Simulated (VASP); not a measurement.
Set up this calculation in VASP 6.6.1, as the native input.

| Property | Result |
| --- | --- |
| Task | single point |
| Functional | PBE |
| Potentials or basis | VASP PAW PBE potentials, release 64 (B, N) |
| Cutoff | 520 eV |
| k mesh | 12 × 12 × 4 |
| Occupations | gaussian, width 0.02 eV |
| Spin | no spin polarisation |
| Dipole correction | no |
| Further INCAR settings | ALGO = Normal; EDIFF = 1e-06; NBANDS = 16 |

The structure of BN lies in POSCAR:

```
BN
1.0
    2.5116193520      0.0000000000      0.0000000000
   -1.2558096760      2.1751261634      0.0000000000
    0.0000000000      0.0000000000      8.4203711562
B N
2 2
Direct
    0.3333333333      0.6666666667      0.2500000000
    0.6666666667      0.3333333333      0.7500000000
    0.3333333333      0.6666666667      0.7500000000
    0.6666666667      0.3333333333      0.2500000000
```

One way to write it, as run:

INCAR

```
SYSTEM = BN
ALGO = Normal
EDIFF = 1E-6
ENCUT = 520
GGA = PE
ISIF = 2
ISMEAR = 0
LASPH = .True.
LCHARG = .False.
LREAL = .False.
LWAVE = .False.
NBANDS = 16
NELM = 100
PREC = Accurate
SIGMA = 0.02
```

KPOINTS

```
k-points
0
Gamma
  12 12 4
  0 0 0
```

Potentials or basis: VASP PAW PBE potentials, release 64 (B, N).

Command:

```sh
$ cat potpaw_PBE.64/B/POTCAR potpaw_PBE.64/N/POTCAR > POTCAR
$ mpirun -np 1 vasp_std > vasp.out
```

It gave:

| Property | Result |
| --- | --- |
| Pressure | 0.2 GPa |
| Band gap on the k mesh | 4.38 eV (least direct gap 4.66 eV) |

Caveat: this functional lacks dispersion, which binds layers or chains, so the pressure and a relaxed spacing across them are unreliable.

Run time: 72 s on 1 thread of Intel Xeon 8259CL, with other jobs on the host, peak memory 0.18 GiB.
